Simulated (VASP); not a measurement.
# Gd (P6_3/mmc) in VASP: further runs, part 2 of 2

VASP 6.6.1. Earlier steps stand in the parts before.

## 4. Single point, PBE, collinear spin, ferromagnetic start

File INCAR:

```
ALGO = Normal
EDIFF = 1E-6
ENCUT = 520
GGA = PE
ISIF = 2
ISMEAR = -1
ISPIN = 2
LASPH = True
LCHARG = False
LMAXMIX = 6
LORBIT = 11
LREAL = False
LWAVE = False
MAGMOM = 7.372 7.372
NBANDS = 29
NELM = 150
PREC = Accurate
SIGMA = 0.01
```

File KPOINTS:

```
k-points
0
Gamma
  10 10 6
```

File POSCAR:

```
Gd
1.0
    3.6483276435      0.0000000000      0.0000000000
   -1.8241638217      3.1595444206      0.0000000000
    0.0000000000      0.0000000000      5.8327272018
Gd
2
Direct
    0.3333333333      0.6666666667      0.2500000000
    0.6666666667      0.3333333333      0.7500000000
```

Potentials or basis: VASP PAW PBE potentials, release 64 (Gd).

Command:

```console
$ cat potpaw_PBE.64/Gd/POTCAR > POTCAR
$ mpirun -np 1 vasp_std > vasp.out
```

OUTCAR:

```text
EDIFF = 1E-6
   ENCUT = 520
   GGA = PE
   ISIF = 2
   ISMEAR = -1
   ISPIN = 2
   LASPH = True
   LORBIT = 11
   LREAL = False
   NELM = 150
   PREC = Accurate

 ion  position               nearest neighbor table
   1  0.333  0.667  0.250-
   2  0.667  0.333  0.750-

  LATTYP: Found a hexagonal cell.
 ALAT       =     3.6483276435
 C/A-ratio  =     1.5987399630

  Lattice vectors:

 A1 = (   3.6483276435,   0.0000000000,   0.0000000000)
 A2 = (  -1.8241638217,   3.1595444206,   0.0000000000)
 A3 = (   0.0000000000,   0.0000000000,   5.8327272018)

Analysis of symmetry for initial positions (statically):
=====================================================================
 Subroutine PRICEL returns:
 Original cell was already a primitive cell.

 Routine SETGRP: Setting up the symmetry group for a
 hexagonal supercell.

 Subroutine GETGRP returns: Found 24 space group operations
 (whereof 12 operations were pure point group operations)
 out of a pool of 24 trial point group operations.

The static configuration has the point symmetry D_3d.
 The point group associated with its full space group is D_6h.

Analysis of symmetry for dynamics (positions and initial velocities):
=====================================================================
 Subroutine PRICEL returns:
 Original cell was already a primitive cell.

 Routine SETGRP: Setting up the symmetry group for a
 hexagonal supercell.

 Subroutine GETGRP returns: Found 24 space group operations
 (whereof 12 operations were pure point group operations)
 out of a pool of 24 trial point group operations.

The dynamic configuration has the point symmetry D_3d.
 The point group associated with its full space group is D_6h.

Analysis of structural, dynamic, and magnetic symmetry:
=====================================================================
 Subroutine PRICEL returns:
 Original cell was already a primitive cell.

 Routine SETGRP: Setting up the symmetry group for a
 hexagonal supercell.

 Subroutine GETGRP returns: Found 24 space group operations
 (whereof 12 operations were pure point group operations)
 out of a pool of 24 trial point group operations.

The overall configuration has the point symmetry D_3d.
 The point group associated with its full space group is D_6h.

 Subroutine INISYM returns: Found 24 space group operations
 (whereof 12 operations are pure point group operations),
 and found     1 'primitive' translations

----------------------------------------------------------------------------------------

                                     Primitive cell

  volume of cell :      67.2342

  direct lattice vectors                    reciprocal lattice vectors
     3.648327644  0.000000000  0.000000000     0.274098189  0.158250663  0.000000000
    -1.824163822  3.159544421  0.000000000     0.000000000  0.316501326  0.000000000
     0.000000000  0.000000000  5.832727202     0.000000000  0.000000000  0.171446386

  length of vectors
     3.648327644  3.648327643  5.832727202     0.316501326  0.316501326  0.171446386

  position of ions in fractional coordinates (direct lattice)
     0.333333333  0.666666667  0.250000000
     0.666666667  0.333333333  0.750000000

  ion indices of the primitive-cell ions
   primitive index   ion index
                 1           1
                 2           2

[... 64 lines left out ...]
   ICHARG =      2    charge: 1-file 2-atom 10-const
   ISPIN  =      2    spin polarized calculation?
   LNONCOLLINEAR =      F non collinear calculations
   LSORBIT =      F    spin-orbit coupling
   LASPH  =      T    aspherical Exc in radial PAW
   ENCUT  =  520.0 eV  38.22 Ry    6.18 a.u.   6.78  6.78 10.85*2*pi/ulx,y,z
   NELM   =    150;   NELMIN=  2; NELMDL= -5     # of ELM steps
   EDIFF  = 0.1E-05   stopping-criterion for ELM
   LREAL  =      F    real-space projection
   EDIFFG = 0.1E-04   stopping-criterion for IOM
   NSW    =      0    number of steps for IOM
   IBRION =     -1    ionic relax: 0-MD 1-quasi-New 2-CG
   NFREE  =      0    steps in history (QN), initial steepest desc. (CG)
   ISIF   =      2    stress and relaxation
   ISYM   =      2    0-nonsym 1-usesym 2-fastsym
   POTIM  = 0.5000    time-step for ionic-motion
   TEBEG  =    0.0;   TEEND  =   0.0 temperature during run
   PSTRESS=    0.0 pullay stress
   NELECT =      36.0000    total number of electrons
   NUPDOWN=      -1.0000    fix difference up-down
   EMIN   =  10.00;   EMAX   =-10.00  energy-range for DOS
   EFERMI =   0.00;   METHOD = LEGACY
   ISMEAR =    -1;   SIGMA  =   0.01  broadening in eV -4-tet -1-fermi 0-gaus
   EFERMI_NEDOS =   21; number of points for ismear=-14 and -15
   IALGO  =     38    algorithm
   IMIX   =      4    mixing-type and parameters
     AMIX     =   0.40;   BMIX     =  1.00
     AMIX_MAG =   1.60;   BMIX_MAG =  1.00
  volume/ion in A,a.u.               =      33.62       226.86
  Fermi-wavevector in a.u.,A,eV,Ry     =   1.329369  2.512144 24.044529  1.767223
  Thomas-Fermi vector in A             =   2.458537
   LORBIT       =     11    0 simple, 1 ext, 2 COOP (PROOUT), +10 PAW based schemes
   GGA     = PE    functional components
   LHFCALC =     F    Hartree Fock is set to
   AEXX    =    0.0000 exact exchange contribution
   IVDW    =     0    specifies the selected vdW correction
   LEPSILON=     F    determine dielectric tensor
   LRPA    =     F    only Hartree local field effects (RPA)
 spin polarized calculation
  energy-cutoff  :      520.00
  volume of cell :       67.23
 maximum number of plane-waves:      1828
 NGX is ok and might be reduce to    28
   NGX = 13   NGY = 13   NGZ = 21

 number of electron      36.0000010 magnetization      15.3947359

 Free energy of the ion-electron system (eV)
  ---------------------------------------------------
  ext. energy  EPLUGINS =         0.00000000
  ---------------------------------------------------
  free energy    TOTEN  =       -23.41587374 eV

  energy without entropy =      -23.41519643  energy(sigma->0) =      -23.41553509

 E-fermi :   2.8947     XC(G=0):  -9.9010

 val. band max:        2.8705189840   @ k =   0.2000   0.0000   0.0000
 cond. band min:       2.8991989644   @ k =   0.2000   0.1000   0.1667
 fundamental gap:      0.0286799803
 Fermi energy:         2.8946565391

 spin component 1

 k-point     1 :       0.0000    0.0000    0.0000
  band No.  band energies     occupation
      1     -42.4775      1.00000
      2     -42.4144      1.00000
      3     -20.1908      1.00000
      4     -19.6077      1.00000
      5     -19.6077      1.00000
      6     -19.5093      1.00000
[... 757 lines left out ...]
     28       4.0414      0.00000
     29       4.5805      0.00000

 [... further k-points ...]

 spin component 2

 k-point     1 :       0.0000    0.0000    0.0000
  band No.  band energies     occupation
      1     -39.2206      1.00000
      2     -39.1413      1.00000
      3     -17.9279      1.00000
      4     -17.2127      1.00000
      5     -17.2127      1.00000
      6     -17.0969      1.00000
[... 757 lines left out ...]
     28       5.2723      0.00000
     29       5.6794      0.00000

 [... further k-points ...]
[... 5 lines left out ...]
  --------------------------------------------------------------------------------------
  -------------------------------------------------------------------------------------
  Total       -0.1302677     -0.1302677     -0.1635194     -0.0000000      0.0000000      0.0000000
  in kB       -3.1042548     -3.1042548     -3.8966365     -0.0000000      0.0000000      0.0000000
  external PRESSURE =      -3.3683820 kB  Pullay stress =       0.0000000 kB

 VOLUME and BASIS-vectors are now :
 -----------------------------------------------------------------------------
  energy-cutoff  :      520.00
  volume of cell :       67.23
      direct lattice vectors                 reciprocal lattice vectors
     3.648327644  0.000000000  0.000000000     0.274098189  0.158250663  0.000000000
    -1.824163822  3.159544421  0.000000000     0.000000000  0.316501326  0.000000000
     0.000000000  0.000000000  5.832727202     0.000000000  0.000000000  0.171446386

 POSITION                                       TOTAL-FORCE (eV/Angst)
 -----------------------------------------------------------------------------------
     -0.00000      2.10636      1.45818         0.000000      0.000000      0.000000
      1.82416      1.05318      4.37455        -0.000000      0.000000      0.000000
 -----------------------------------------------------------------------------------
    total drift:                               -0.000000      0.000000     -0.000000

  FREE ENERGIE OF THE ION-ELECTRON SYSTEM (eV)
  ---------------------------------------------------
  free  energy   TOTEN  =       -23.4158737445 eV

  energy  without entropy=      -23.4151964263  energy(sigma->0) =      -23.41553509

 total charge

# of ion       s       p       d       f       tot
--------------------------------------------------
    1        2.073   5.569   0.568   6.972  15.182
    2        2.073   5.569   0.568   6.972  15.182
--------------------------------------------------
tot          4.146  11.137   1.136  13.945  30.363

 magnetization (x)

# of ion       s       p       d       f       tot
--------------------------------------------------
    1        0.004  -0.051   0.233   6.834   7.019
    2        0.004  -0.051   0.233   6.834   7.019
--------------------------------------------------
tot          0.007  -0.102   0.466  13.667  14.038
```

stdout:

```text
POSCAR found type information on POSCAR Gd
 POSCAR found :  1 types and       2 ions
 scaLAPACK will be used
 LDA part: xc-table for (Slater+PW92), standard interpolation
 POSCAR, INCAR and KPOINTS ok, starting setup
 FFT: planning ... GRIDC
 FFT: planning ... GRID_SOFT
 FFT: planning ... GRID
 WAVECAR not read
 entering main loop
```

Run time: 6.6 min. Hardware: 1 thread of AMD EPYC 9R45 (Zen 5), shared host; peak memory 0.31 GiB.

What came out:

| Item | Value |
| --- | --- |
| Free energy | -23.4159 eV |
| Pressure | -0.3 GPa |
| Net moment | 15.39 μB per cell |
| Site moments | Gd +7.02 μB |
| Valence electrons inside the program's atomic spheres | Gd 15.18 |

Caveat: spin-orbit coupling is left out, which moves the levels of the heavy elements; semilocal functionals describe open f shells poorly, which spoils levels, moments and volumes. The state reached can hang on the start; a lower one may exist.

## 5. The runs side by side

```csv
k mesh,smearing,gap on the mesh (eV),pressure (GPa),moment (μB)
6 × 6 × 4,fermi-dirac 0.05 eV,none,-0.3,15.40
8 × 8 × 5,fermi-dirac 0.05 eV,none,0.1,15.25
10 × 10 × 6,fermi-dirac 0.01 eV,none,-0.3,15.39
```

Alike in all rows: task single point; level PBE; potentials or basis VASP PAW PBE potentials, release 64 (Gd); spin collinear, ferromagnetic start; cell as given; cutoff (eV) 520.

Caveats: spin-orbit coupling is left out, which moves the levels of the heavy elements; semilocal functionals describe open f shells poorly, which spoils levels, moments and volumes.

Absolute energies hang on the potentials; compare differences alone.

The gap in the log of VASP goes by the Fermi energy; the results here count the filled bands.